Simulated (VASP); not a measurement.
# BN (P3m1) in VASP: a series of runs

BN is run at these levels: PBE; tasks: single point.

Everything below comes from runs of VASP 6.6.1. Logs are shortened: lines on timing, memory, paths and dates and some standing lists are left out, and cuts for length are marked.

### 1 The cell of the first run

It takes space group P3m1 (No. 156, trigonal). Conventional cell: a = 2.555 Å, b = 2.555 Å, c = 13.424 Å, α = 90.00°, β = 90.00°, γ = 120.00°. Within 2.1 Å of B (site symmetry 3m) lie 4 N at 1.57 to 1.58 Å. B (site symmetry 3m) has 4 N at 1.57 to 1.58 Å within 2.1 Å. B (site symmetry 3m) has 4 N at 1.57 to 1.58 Å within 2.1 Å. B (site symmetry 3m) has 3 N at 1.57 Å within 2.1 Å. Within 2.1 Å of B (site symmetry 3m) lie 4 N at 1.57 to 1.58 Å. Within 2.1 Å of B (site symmetry 3m) lie 4 N at 1.57 to 1.58 Å. Within 2.1 Å of N (site symmetry 3m) lie 4 B at 1.57 to 1.58 Å. Within 2.1 Å of N (site symmetry 3m) lie 4 B at 1.57 to 1.58 Å.

### 2 Single point, PBE

Contents of INCAR:

```
ALGO     = Normal         # electronic algorithm
EDIFF    = 1E-6           # SCF threshold, eV
ENCUT    = 520            # plane-wave cutoff, eV
GGA      = PE             # functional
ISIF     = 2              # what is computed and relaxed
ISMEAR   = 0              # smearing method
LASPH    = True           # aspherical terms in the spheres
LCHARG   = False          # write CHGCAR
LREAL    = False          # projectors in reciprocal space
LWAVE    = False          # write WAVECAR
NBANDS   = 36             # bands
NELM     = 80             # most SCF steps
PREC     = Accurate       # precision mode
SIGMA    = 0.05           # smearing width, eV
```

Contents of KPOINTS:

```
k-points
0
Gamma
  10 10 2
```

Contents of POSCAR:

```
BN
1.0
   -2.5545800960      0.0000000000      0.0000000000
   -1.2772900480     -2.2123312592      0.0000000000
    0.0000000000      0.0000000000     13.4235436055
B N
6 6
Direct
    0.6666666667      0.6666666667      0.2163173067
    0.6666666667      0.6666666667      0.5310266457
    0.6666666667      0.6666666667      0.8457359847
    0.3333333333      0.3333333333      0.0589626372
    0.3333333333      0.3333333333      0.3736719762
    0.3333333333      0.3333333333      0.6883813152
    0.6666666667      0.6666666667      0.0984235032
    0.6666666667      0.6666666667      0.4131328422
    0.6666666667      0.6666666667      0.7278421813
    0.3333333333      0.3333333333      0.8851968508
    0.3333333333      0.3333333333      0.2557781727
    0.3333333333      0.3333333333      0.5704875117
```

Potentials or basis: VASP PAW PBE potentials, release 64 (B, N).

Command:

```sh
> cat potpaw_PBE.64/B/POTCAR potpaw_PBE.64/N/POTCAR > POTCAR
> mpirun -np 1 vasp_std > vasp.out
```

OUTCAR:

```text
EDIFF = 1E-6
   ENCUT = 520
   GGA = PE
   ISIF = 2
   ISMEAR = 0
   LASPH = True
   LREAL = False
   NELM = 80
   PREC = Accurate

 ion  position               nearest neighbor table
   1  0.667  0.667  0.216-  11 1.57  11 1.57  11 1.57   7 1.58
   2  0.667  0.667  0.531-  12 1.57  12 1.57  12 1.57   8 1.58
   3  0.667  0.667  0.846-  10 1.57  10 1.57  10 1.57   9 1.58
   4  0.333  0.333  0.059-   7 1.57   7 1.57   7 1.57
   5  0.333  0.333  0.374-   8 1.57   8 1.57   8 1.57  11 1.58
   6  0.333  0.333  0.688-   9 1.57   9 1.57   9 1.57  12 1.58
   7  0.667  0.667  0.098-   4 1.57   4 1.57   4 1.57   1 1.58
   8  0.667  0.667  0.413-   5 1.57   5 1.57   5 1.57   2 1.58
   9  0.667  0.667  0.728-   6 1.57   6 1.57   6 1.57   3 1.58
  10  0.333  0.333  0.885-   3 1.57   3 1.57   3 1.57
  11  0.333  0.333  0.256-   1 1.57   1 1.57   1 1.57   5 1.58
  12  0.333  0.333  0.570-   2 1.57   2 1.57   2 1.57   6 1.58

  LATTYP: Found a hexagonal cell.
 ALAT       =     2.5545800961
 C/A-ratio  =     5.2546967019

  Lattice vectors:

 A1 = (   1.2772900480,   2.2123312592,   0.0000000000)
 A2 = (  -2.5545800960,   0.0000000000,   0.0000000000)
 A3 = (   0.0000000000,   0.0000000000,  13.4235436055)

Analysis of symmetry for initial positions (statically):
=====================================================================
 Subroutine PRICEL returns:
 Original cell was already a primitive cell.

 Routine SETGRP: Setting up the symmetry group for a
 hexagonal supercell.

 Subroutine GETGRP returns: Found  6 space group operations
 (whereof  6 operations were pure point group operations)
 out of a pool of 24 trial point group operations.

The static configuration has the point symmetry C_3v.

Analysis of symmetry for dynamics (positions and initial velocities):
=====================================================================
 Subroutine PRICEL returns:
 Original cell was already a primitive cell.

 Routine SETGRP: Setting up the symmetry group for a
 hexagonal supercell.

 Subroutine GETGRP returns: Found  6 space group operations
 (whereof  6 operations were pure point group operations)
 out of a pool of 24 trial point group operations.

The dynamic configuration has the point symmetry C_3v.

 Subroutine INISYM returns: Found  6 space group operations
 (whereof  6 operations are pure point group operations),
 and found     1 'primitive' translations

----------------------------------------------------------------------------------------

                                     Primitive cell

  volume of cell :      75.8642

  direct lattice vectors                    reciprocal lattice vectors
    -2.554580096  0.000000000  0.000000000    -0.391453766  0.226005937  0.000000000
    -1.277290048 -2.212331259  0.000000000     0.000000000 -0.452011875  0.000000000
     0.000000000  0.000000000 13.423543606     0.000000000  0.000000000  0.074495977

  length of vectors
     2.554580096  2.554580096 13.423543606     0.452011875  0.452011875  0.074495977

  position of ions in fractional coordinates (direct lattice)
     0.666666667  0.666666667  0.216317307
     0.666666667  0.666666667  0.531026646
     0.666666667  0.666666667  0.845735985
     0.333333333  0.333333333  0.058962637
     0.333333333  0.333333333  0.373671976
     0.333333333  0.333333333  0.688381315
     0.666666667  0.666666667  0.098423503
     0.666666667  0.666666667  0.413132842
     0.666666667  0.666666667  0.727842181
     0.333333333  0.333333333  0.885196851
     0.333333333  0.333333333  0.255778173
     0.333333333  0.333333333  0.570487512

  ion indices of the primitive-cell ions
   primitive index   ion index
                 1           1
                 2           2
                 3           3
                 4           4
                 5           5
                 6           6
                 7           7
                 8           8
                 9           9
                10          10
                11          11
                12          12

----------------------------------------------------------------------------------------

 KPOINTS: k-points

Automatic generation of k-mesh.
 Grid dimensions read from file:
 generate k-points for:   10   10    2

 Generating k-lattice:

  Cartesian coordinates                     Fractional coordinates (reciprocal lattice)
    -0.039145377  0.022600594  0.000000000     0.100000000  0.000000000  0.000000000
     0.000000000 -0.045201187  0.000000000     0.000000000  0.100000000  0.000000000
     0.000000000  0.000000000  0.037247989     0.000000000  0.000000000  0.500000000

  Length of vectors
     0.045201187  0.045201187  0.037247989

  Shift w.r.t. Gamma in fractional coordinates (k-lattice)
     0.000000000  0.000000000  0.000000000

 Subroutine IBZKPT returns following result:
 ===========================================

 Found     28 irreducible k-points:

 Following reciprocal coordinates:
            Coordinates               Weight
  0.000000  0.000000  0.000000      1.000000
  0.100000 -0.000000  0.000000      6.000000
  0.200000 -0.000000  0.000000      6.000000
  0.300000 -0.000000  0.000000      6.000000
  0.400000 -0.000000  0.000000      6.000000
  0.500000 -0.000000  0.000000      3.000000
[... 16 lines left out ...]
  0.400000  0.100000  0.500000     12.000000
  0.500000  0.100000  0.500000     12.000000
 [... further k-points ...]
   k-points           NKPTS =     28   k-points in BZ     NKDIM =     28   number of bands    NBANDS=     36
   number of dos      NEDOS =    301   number of ions     NIONS =     12
   total plane-waves  NPLWV =  40000
   dimension x,y,z NGX =    20 NGY =   20 NGZ =  100
   dimension x,y,z NGXF=    40 NGYF=   40 NGZF=  200
   ions per type =               6   6
   NGX,Y,Z   is equivalent  to a cutoff of  13.02, 13.02, 12.38 a.u.
   NGXF,Y,Z  is equivalent  to a cutoff of  26.03, 26.03, 24.77 a.u.
 SYSTEM =  unknown system
   PREC   = accura    normal or accurate (medium, high low for compatibility)
   ISTART =      0    job   : 0-new  1-cont  2-samecut
   ICHARG =      2    charge: 1-file 2-atom 10-const
   ISPIN  =      1    spin polarized calculation?
   LNONCOLLINEAR =      F non collinear calculations
   LSORBIT =      F    spin-orbit coupling
   LASPH  =      T    aspherical Exc in radial PAW
   ENCUT  =  520.0 eV  38.22 Ry    6.18 a.u.   4.75  4.75 24.96*2*pi/ulx,y,z
   NELM   =     80;   NELMIN=  2; NELMDL= -5     # of ELM steps
   EDIFF  = 0.1E-05   stopping-criterion for ELM
   LREAL  =      F    real-space projection
   EDIFFG = 0.1E-04   stopping-criterion for IOM
   NSW    =      0    number of steps for IOM
   IBRION =     -1    ionic relax: 0-MD 1-quasi-New 2-CG
   NFREE  =      0    steps in history (QN), initial steepest desc. (CG)
   ISIF   =      2    stress and relaxation
   ISYM   =      2    0-nonsym 1-usesym 2-fastsym
   POTIM  = 0.5000    time-step for ionic-motion
   TEBEG  =    0.0;   TEEND  =   0.0 temperature during run
   PSTRESS=    0.0 pullay stress
   NELECT =      48.0000    total number of electrons
   NUPDOWN=      -1.0000    fix difference up-down
   EMIN   =  10.00;   EMAX   =-10.00  energy-range for DOS
   EFERMI =   0.00;   METHOD = LEGACY
   ISMEAR =     0;   SIGMA  =   0.05  broadening in eV -4-tet -1-fermi 0-gaus
   EFERMI_NEDOS =   21; number of points for ismear=-14 and -15
   IALGO  =     38    algorithm
   IMIX   =      4    mixing-type and parameters
     AMIX     =   0.40;   BMIX     =  1.00
     AMIX_MAG =   1.60;   BMIX_MAG =  1.00
  volume/ion in A,a.u.               =       6.32        42.66
  Fermi-wavevector in a.u.,A,eV,Ry     =   1.405431  2.655880 26.874733  1.975237
  Thomas-Fermi vector in A             =   2.527893
   LORBIT       =      0    0 simple, 1 ext, 2 COOP (PROOUT), +10 PAW based schemes
   GGA     = PE    functional components
   LHFCALC =     F    Hartree Fock is set to
   AEXX    =    0.0000 exact exchange contribution
   IVDW    =     0    specifies the selected vdW correction
   LEPSILON=     F    determine dielectric tensor
   LRPA    =     F    only Hartree local field effects (RPA)
 non-spin polarized calculation
 Gauss-broadening in eV      SIGMA  =   0.05
  energy-cutoff  :      520.00
  volume of cell :       75.86
 maximum number of plane-waves:      2077
   NGX =  9   NGY =  9   NGZ = 49

 number of electron      48.0000005 magnetization

 Free energy of the ion-electron system (eV)
  ---------------------------------------------------
  ext. energy  EPLUGINS =         0.00000000
  ---------------------------------------------------
  free energy    TOTEN  =      -102.48522226 eV

  energy without entropy =     -102.48522226  energy(sigma->0) =     -102.48522226

 E-fermi :   8.0986     XC(G=0): -12.4331

 val. band max:        7.8505609834   @ k =   0.0000   0.0000   0.0000
 cond. band min:      10.2108825370   @ k =   0.5000  -0.0000   0.0000
 fundamental gap:      2.3603215536
 Fermi energy:         8.0986242444

 k-point     1 :       0.0000    0.0000    0.0000
  band No.  band energies     occupation
      1     -14.1481      2.00000
      2     -13.1844      2.00000
      3     -12.3775      2.00000
      4     -11.4160      2.00000
      5     -10.4431      2.00000
      6      -8.6735      2.00000
[... 28 lines left out ...]
     35      16.1674      0.00000
     36      16.7051      0.00000

 k-point     2 :       0.1000   -0.0000    0.0000
  band No.  band energies     occupation
      1     -13.9352      2.00000
      2     -12.9751      2.00000
      3     -12.1725      2.00000
      4     -11.2221      2.00000
      5     -10.2559      2.00000
      6      -8.4956      2.00000
[... 28 lines left out ...]
     35      16.7043      0.00000
     36      16.9509      0.00000

 k-point     3 :       0.2000   -0.0000    0.0000
  band No.  band energies     occupation
      1     -13.3085      2.00000
      2     -12.3609      2.00000
      3     -11.5739      2.00000
      4     -10.6620      2.00000
      5      -9.7186      2.00000
      6      -7.9870      2.00000
[... 28 lines left out ...]
     35      17.5745      0.00000
     36      17.9309      0.00000

 k-point     4 :       0.3000   -0.0000    0.0000
  band No.  band energies     occupation
      1     -12.3143      2.00000
      2     -11.3971      2.00000
      3     -10.6490      2.00000
      4      -9.8256      2.00000
      5      -8.9338      2.00000
      6      -7.2527      2.00000
[... 28 lines left out ...]
     35      18.0698      0.00000
     36      18.3293      0.00000

 k-point     5 :       0.4000   -0.0000    0.0000
  band No.  band energies     occupation
      1     -11.0960      2.00000
      2     -10.2655      2.00000
      3      -9.6325      2.00000
      4      -8.9982      2.00000
      5      -8.2120      2.00000
      6      -6.5872      2.00000
[... 655 lines left out ...]
 k-point    22 :       0.3000    0.1000    0.5000
  band No.  band energies     occupation
      1     -12.7013      2.00000
      2     -11.7799      2.00000
      3     -10.9675      2.00000
      4     -10.2025      2.00000
      5      -9.1694      2.00000
      6      -7.5479      2.00000
[... 28 lines left out ...]
     35      17.5264      0.00000
     36      18.1773      0.00000

 k-point    23 :       0.4000    0.1000    0.5000
  band No.  band energies     occupation
      1     -11.5773      2.00000
      2     -10.7050      2.00000
      3      -9.9767      2.00000
      4      -9.3054      2.00000
      5      -8.4095      2.00000
      6      -6.7924      2.00000
[... 28 lines left out ...]
     35      17.8193      0.00000
     36      18.3627      0.00000

 k-point    24 :       0.5000    0.1000    0.5000
  band No.  band energies     occupation
      1     -10.4239      2.00000
      2      -9.7161      2.00000
      3      -9.2111      2.00000
      4      -8.6604      2.00000
      5      -7.9486      2.00000
      6      -6.3254      2.00000
[... 28 lines left out ...]
     35      17.7574      0.00000
     36      18.4718      0.00000

 [... further k-points ...]
[... 5 lines left out ...]
  --------------------------------------------------------------------------------------
  -------------------------------------------------------------------------------------
  Total       -0.5302561     -0.5302561     -7.7924848      0.0000000      0.0000000      0.0000000
  in kB      -11.1984876    -11.1984876   -164.5696282      0.0000000      0.0000000      0.0000000
  external PRESSURE =     -62.3222011 kB  Pullay stress =       0.0000000 kB

 VOLUME and BASIS-vectors are now :
 -----------------------------------------------------------------------------
  energy-cutoff  :      520.00
  volume of cell :       75.86
      direct lattice vectors                 reciprocal lattice vectors
    -2.554580096  0.000000000  0.000000000    -0.391453766  0.226005937  0.000000000
    -1.277290048 -2.212331259  0.000000000     0.000000000 -0.452011875  0.000000000
     0.000000000  0.000000000 13.423543606     0.000000000  0.000000000  0.074495977

 POSITION                                       TOTAL-FORCE (eV/Angst)
 -----------------------------------------------------------------------------------
     -2.55458     -1.47489      2.90374         0.000000      0.000000      0.656414
     -2.55458     -1.47489      7.12826         0.000000      0.000000      0.527889
     -2.55458     -1.47489     11.35277        -0.000000      0.000000      2.602832
     -1.27729     -0.73744      0.79149         0.000000      0.000000     -1.007621
     -1.27729     -0.73744      5.01600         0.000000      0.000000      0.529566
     -1.27729     -0.73744      9.24052        -0.000000     -0.000000      0.608805
     -2.55458     -1.47489      1.32119         0.000000      0.000000     -2.400652
     -2.55458     -1.47489      5.54571        -0.000000     -0.000000     -0.524311
     -2.55458     -1.47489      9.77022         0.000000      0.000000     -0.702994
     -1.27729     -0.73744     11.88248        -0.000000     -0.000000      0.783047
     -1.27729     -0.73744      3.43345         0.000000      0.000000     -0.542615
     -1.27729     -0.73744      7.65796         0.000000      0.000000     -0.530359
 -----------------------------------------------------------------------------------
    total drift:                               -0.000000     -0.000000     -0.000587

  FREE ENERGIE OF THE ION-ELECTRON SYSTEM (eV)
  ---------------------------------------------------
  free  energy   TOTEN  =      -102.4852222556 eV

  energy  without entropy=     -102.4852222556  energy(sigma->0) =     -102.48522226
```

Wall time 90 s (1 thread of Intel Xeon 6975P-C, shared host); peak memory 0.22 GiB.

What came out:

```
Free energy            : -102.4852 eV
Pressure               : -6.2 GPa
Largest force          : 2.603 eV/Å
Band gap on the k mesh : 2.36 eV, indirect (least direct gap 2.88 eV)
```

Forces on the atoms (eV/Å):
```
B    0.000  0.000  0.656
B    0.000  0.000  0.528
B    0.000  0.000  2.603
B    0.000  0.000 -1.008
B    0.000  0.000  0.530
B    0.000  0.000  0.609
N    0.000  0.000 -2.401
N    0.000  0.000 -0.524
N    0.000  0.000 -0.703
N    0.000  0.000  0.783
N    0.000  0.000 -0.543
N    0.000  0.000 -0.530
```

Levels at points of the mesh, in eV from the valence-band top:
```
           k point  band 21  band 22  band 23  band 24  band 25  band 26  band 27  band 28
(0.00, 0.00, 0.00)    -1.30    -1.15     0.00     0.00     2.88     6.60     6.60     7.14
(0.50, 0.00, 0.00)    -4.22    -3.70    -2.39    -2.19     2.36     4.56     5.02     5.61
(0.00, 0.00, 0.50)    -1.30    -1.30     0.00     0.00     2.98     6.61     6.61     7.14
(0.50, 0.00, 0.50)    -4.25    -3.68    -2.40    -2.22     2.40     4.55     5.09     5.70
```

Caveat: forces of over 1 eV/Å act on the atoms, so gaps and moduli don't describe the material at rest. Expect the measured gap to be larger: semilocal functionals such as PBE lack the derivative discontinuity.

### 3 Single point, PBE

This run uses another cell than the first one, of 6.44 Å³/atom, 1.019 times its volume.

Contents of INCAR:

```
SYSTEM = BN
  ALGO = Normal
  EDIFF = 1E-7
  ENCUT = 520
  GGA = PE
  ISIF = 2
  ISMEAR = 0
  LASPH = .TRUE.
  LCHARG = .FALSE.
  LREAL = .FALSE.
  LWAVE = .FALSE.
  NBANDS = 36
  NELM = 100
  PREC = Accurate
  SIGMA = 0.05
```

Contents of KPOINTS:

```
k-points
0
G
  10 10 2
  0 0 0
```

Contents of POSCAR:

```
BN
1.0
   -2.5545800960      0.0000000000      0.0000000000
   -1.2772900480     -2.2123312592      0.0000000000
    0.0000000000      0.0000000000     13.6735436055
B N
6 6
Direct
    0.6666666667      0.6666666667      0.2123622729
    0.6666666667      0.6666666667      0.5213176291
    0.6666666667      0.6666666667      0.8302729853
    0.3333333333      0.3333333333      0.0578845948
    0.3333333333      0.3333333333      0.3668399510
    0.3333333333      0.3333333333      0.6757953072
    0.6666666667      0.6666666667      0.0966239788
    0.6666666667      0.6666666667      0.4055793350
    0.6666666667      0.6666666667      0.7145346912
    0.3333333333      0.3333333333      0.8690123693
    0.3333333333      0.3333333333      0.2511016569
    0.3333333333      0.3333333333      0.5600570131
```

Potentials or basis: VASP PAW PBE potentials, release 64 (B, N).

Command:

```sh
> cat potpaw_PBE.64/B/POTCAR potpaw_PBE.64/N/POTCAR > POTCAR
> mpirun -np 1 vasp_std > vasp.out
```

Run time: 1.9 min. Hardware: 1 thread of Intel Xeon 6975P-C, shared host; peak memory 0.22 GiB.

It converged, with:

```yaml
Free_energy: -101.7822 eV
Pressure: -5.9 GPa
Largest_force: 3.098 eV/Å
Band_gap_on_the_k_mesh: 1.30 eV, indirect (least direct gap 1.70 eV)
```

Forces on the atoms (eV/Å):
```
B    0.000  0.000  0.777
B    0.000  0.000  0.611
B    0.000  0.000  3.098
B    0.000  0.000 -0.398
B    0.000  0.000  0.611
B    0.000  0.000  0.731
N    0.000  0.000 -2.615
N    0.000  0.000 -0.604
N    0.000  0.000 -0.873
N    0.000  0.000 -0.097
N    0.000  0.000 -0.625
N    0.000  0.000 -0.615
```

Stress tensor (GPa, compression positive):
```
 -1.20   0.00   0.00
  0.00  -1.20   0.00
  0.00   0.00 -15.17
```

Levels at points of the mesh, in eV from the valence-band top:
```
           k point  band 20  band 21  band 22  band 23  band 24  band 25  band 26  band 27  band 28  band 29
(0.00, 0.00, 0.00)    -1.55    -1.55    -1.35     0.00     0.00     1.70     6.12     6.12     6.64     7.15
(0.50, 0.00, 0.00)    -4.85    -4.42    -3.95    -2.42    -1.84     1.30     4.06     4.60     5.26     6.08
(0.00, 0.00, 0.50)    -1.75    -1.55    -1.55     0.00     0.00     1.80     6.12     6.12     6.64     7.14
(0.50, 0.00, 0.50)    -4.85    -4.44    -3.95    -2.42    -1.87     1.34     4.05     4.65     5.34     5.81
```

Caveat: forces of over 1 eV/Å act on the atoms, so gaps and moduli don't describe the material at rest. A k mesh can miss the band edges.

[end of part 1 of 2]
